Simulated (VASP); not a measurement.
Set up this calculation in VASP 6.6.1, as the native input.

| Quantity | Value |
| --- | --- |
| Task | relaxation of cell and atoms |
| Functional | r2SCAN |
| Potentials or basis | VASP PAW PBE potentials, release 64 (Bi_d) |
| Cutoff | 600 eV |
| k mesh | 16 × 16 × 16 |
| Occupations | gaussian, width 0.1 eV |
| Spin | no spin polarisation |
| Target pressure | 10.1 GPa |
| Dipole correction | no |
| Further INCAR settings | ALGO = Normal; EDIFF = 1e-06; IBRION = 2; EDIFFG = -0.002; NSW = 100; ISIF = 3 |

Crystal: Bi.

```
CELL_PARAMETERS angstrom
-1.98143 1.98143 1.98143
1.98143 -1.98143 1.98143
1.98143 1.98143 -1.98143
ATOMIC_POSITIONS crystal
Bi 0.00000 0.00000 0.00000
```

The input as run:

POSCAR

```
Bi
1.0
   -1.9814305318      1.9814305318      1.9814305318
    1.9814305318     -1.9814305318      1.9814305318
    1.9814305318      1.9814305318     -1.9814305318
Bi
1
Direct
    0.0000000000      0.0000000000      0.0000000000
```

INCAR.step1

```
SYSTEM = Bi
PREC = Accurate
ENCUT = 600
ISMEAR = 0
SIGMA = 0.1
LREAL = .FALSE.
LASPH = .TRUE.
NELM = 100
GGA = PE
ALGO = Normal
EDIFF = 1E-4
LWAVE = .TRUE.
LCHARG = .FALSE.
```

INCAR.step2

```
SYSTEM = Bi
PREC = Accurate
ENCUT = 600
EDIFF = 1E-6
ISMEAR = 0
SIGMA = 0.1
LREAL = .FALSE.
LASPH = .TRUE.
NELM = 100
ALGO = Normal
ISIF = 3
LWAVE = .FALSE.
LCHARG = .FALSE.
METAGGA = R2SCAN
LMIXTAU = .TRUE.
IBRION = 2
NSW = 100
EDIFFG = -0.002
PSTRESS = 101.0
ISTART = 1
```

KPOINTS

```
regular mesh
0
G
  16 16 16
  0 0 0
```

Potentials or basis: VASP PAW PBE potentials, release 64 (Bi_d).

Command:

```bash
$ cat potpaw_PBE.64/Bi_d/POTCAR > POTCAR
$ cp INCAR.step1 INCAR
$ mpirun -np 1 vasp_std > vasp.out
$ cp INCAR.step2 INCAR
$ mpirun -np 1 vasp_std > vasp.out
```

Results of the run:

* Relaxed volume: 27.27 Å³/atom
* Relaxed cell: a = 3.284 Å, b = 3.284 Å, c = 3.284 Å, α = 109.47°, β = 109.47°, γ = 109.47°
* Space group after relaxing (to 0.05 Å): Im-3m (No. 229)
* Energy change on relaxing (the enthalpy is what falls): +105.3 meV/atom
* Ionic steps: 27
* Pressure after relaxing: 10.1 GPa

Caveat: the cell is relaxed towards a set pressure, so the enthalpy falls and the energy may rise; the PAW data sets were made with another functional, which shifts forces and pressure a little.

It took 23 min on 1 thread of AMD EPYC 9R45 96-Core Processor (Zen 5) (shared host), peak memory 0.19 GiB.
